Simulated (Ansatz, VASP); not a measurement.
# One calculation of AlGaN2, two programs

```xyz
4
Lattice="3.0374 0.0000 0.0000 0.0000 3.0374 0.0000 0.0000 0.0000 4.3843" Properties=species:S:1:pos:R:3 pbc="T T T"
Al    1.5187    1.5187    2.1922
Ga    0.0000    0.0000    0.0000
N     1.5187    0.0000    3.2446
N     0.0000    1.5187    1.1397
```

Change from the starting cell: strain -0.025 along x and y, +0.000 along z, atoms carried along.

Alike in both runs: task single point; functional LDA; k mesh 8 × 8 × 6; occupations gaussian, width 0.05 eV; no spin polarisation.

|  | VASP | Ansatz |
| --- | --- | --- |
| version | VASP 6.6.1 | Ansatz 0.2.0 |
| potentials or method | VASP PAW LDA potentials, release 64 (Al, Ga_d, N), cutoff 520 eV | scalar-relativistic, plane waves, PAW |
| valence electrons in the cell | 26 | 26 |

|  | VASP | Ansatz | Ansatz less VASP |
| --- | --- | --- | --- |
| gap on the k mesh at the Fermi level (eV) | 3.17 | 3.19 | +0.019 |
| least direct gap on the mesh (eV) | 3.41 | 3.40 | -0.011 |
| pressure (GPa) | 12.7 | 11.6 | -1.10 |
| traceless stress, the component that is largest in VASP (GPa) | -2.33 | -2.37 | -0.033 |
| rms of the force components (eV/Å) | 0.002 | 0.010 | +0.0083 |

LDA's correlation is that of Perdew and Zunger in VASP and of Perdew and Wang (1992) in Ansatz. Atom by atom the forces differ by 0.013 eV/Å (rms over components).
